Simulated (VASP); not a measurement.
The system is CdTe.

```
Cd Te
1.0
     4.99696    0.00000    0.00000
     0.00000    4.99696    0.00000
     0.00000    0.00000    7.06677
Cd Te
2 2
Direct
  0.00000 0.00000 0.00000
  0.50000 0.50000 0.00000
  0.50000 0.00000 0.75000
  0.00000 0.50000 0.25000
```

- Program: VASP 6.6.1
- Task: relaxation of cell and atoms
- Functional: PBE
- Potentials or basis: VASP PAW PBE potentials, release 64 (Cd, Te)
- Cutoff: 600 eV
- k mesh: 4 × 4 × 4
- Occupations: gaussian, width 0.1 eV
- Spin: no spin polarisation

At the start: pressure -3.1 GPa; volume 44.11 Å³/atom.

**Question.** Where does the relaxation end?

**Answer.** Over 8 steps the energy falls by 62.8 meV/atom and the volume is 38.88 Å³/atom (-11.9 %); space group P4/nmm (No. 129, to 0.05 Å).

The path:
```tsv
step	energy change (eV)	largest force (eV/Å)	pressure (GPa)	volume (Å³)
1	0.0000	0.7341	-3.15	176.45
2	-0.2306	0.3329	0.54	155.24
3	-0.2356	0.1759	-0.04	157.64
4	-0.2355	0.1532	-0.11	158.00
5	-0.2415	0.1231	-0.13	157.45
6	-0.2491	0.0600	-0.12	156.37
7	-0.2471	0.0860	-0.10	154.15
8	-0.2512	0.0036	-0.12	155.50
```

Final structure:
```
Cd Te
1.0
     4.71623    0.00000    0.00000
     0.00000    4.71623    0.00000
     0.00000    0.00000    6.99113
Cd Te
2 2
Direct
  0.00000 0.00000 0.00000
  0.50000 0.50000 0.00000
  0.50000 0.00000 0.74957
  0.00000 0.50000 0.25043
```
